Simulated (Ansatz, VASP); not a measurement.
One calculation of TiC, two programs

```
Ti C
1.0
     0.00000    2.16572    2.16572
     2.16572    0.00000    2.16572
     2.16572    2.16572    0.00000
Ti C
1 1
Cartesian
  0.0000 0.0000 0.0000
  2.1657 2.1657 2.1657
```

Alike in both runs: task relaxation of cell and atoms; functional LDA; k mesh 11 × 11 × 11; occupations fermi-dirac, width 0.05 eV; no spin polarisation.

|  | VASP | Ansatz |
| --- | --- | --- |
| version | VASP 6.6.1 | Ansatz 0.2.0 |
| potentials or method | VASP PAW LDA potentials, release 64 (Ti_sv, C) | Ansatz PAW |
| plane-wave cutoff (eV) | 600 | 420 |
| valence electrons in the cell | 16 | 16 |

Ansatz gave:

```
relaxed volume (Å³/atom)                                     : 9.67
relaxed cell length with the largest relative difference (Å) : 3.013
```

**Question.** Estimate VASP's values.

**Answer.** Relaxed volume (Å³/atom): 9.69; relaxed cell length with the largest relative difference (Å): 3.015.

LDA's correlation is that of Perdew and Zunger in VASP and of Perdew and Wang (1992) in Ansatz.

Noted on Ansatz's run: the plane-wave basis is chosen anew once the cell has moved, so the energies of steps on either side of that aren't comparable.
